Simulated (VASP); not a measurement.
Runs of VASP 6.6.1 on Li3BH6. The structure is that of space group Immm (No. 71), or close to it. The cells are those of the table. 

```tsv
task	cell	k mesh	cutoff (eV)	smearing	k mesh for the DOS	occupations for the DOS	gap on the mesh (eV)	pressure (GPa)	relaxed volume (Å³/atom)	largest force (eV/Å)
single point	a = 5.132 Å, angles 110.8, 109.4, 108.2°, 10 atoms	4 × 4 × 4	520	gaussian 0.1 eV	-	-	0.19	-	-	1.83
single point	a = 4.746 Å, angles 112.4, 108.0, 108.0°, 10 atoms	8 × 8 × 8	520	gaussian 0.02 eV	-	-	0.87	-	-	0.02
relaxation of cell and atoms	relaxed from a = 4.756 Å, angles 112.2, 108.2, 108.0°, 10 atoms	8 × 8 × 8	600	gaussian 0.02 eV	-	-	0.86	0.0	(a)	-
relaxation of cell and atoms	relaxed from a = 5.132 Å, angles 110.8, 109.4, 108.2°, 10 atoms	4 × 4 × 4	600	gaussian 0.1 eV	-	-	0.88	0.0	(b)	0.03
single point	a = 4.756 Å, angles 112.2, 108.0, 108.2°, 10 atoms	4 × 4 × 4	520	gaussian 0.1 eV	-	-	0.87	-	-	0.02
```

Alike in all rows: level PBE; potentials or basis VASP PAW PBE potentials, release 64 (Li_sv, B, H); no spin polarisation.

Q: Estimate the missing entries.

A: (a) 8.17; (b) 8.19.

Caveats: the cutoff is under 1.25 times the usual one of these potentials, so pressure, stress and relaxed cells hold a basis-set (Pulay) error; forces of over 1 eV/Å act on the atoms, so gaps and moduli don't describe the material at rest (some runs); the volume moved by over 15 % at a fixed basis, so the end points are rough (some runs).

A k mesh can miss the band edges.
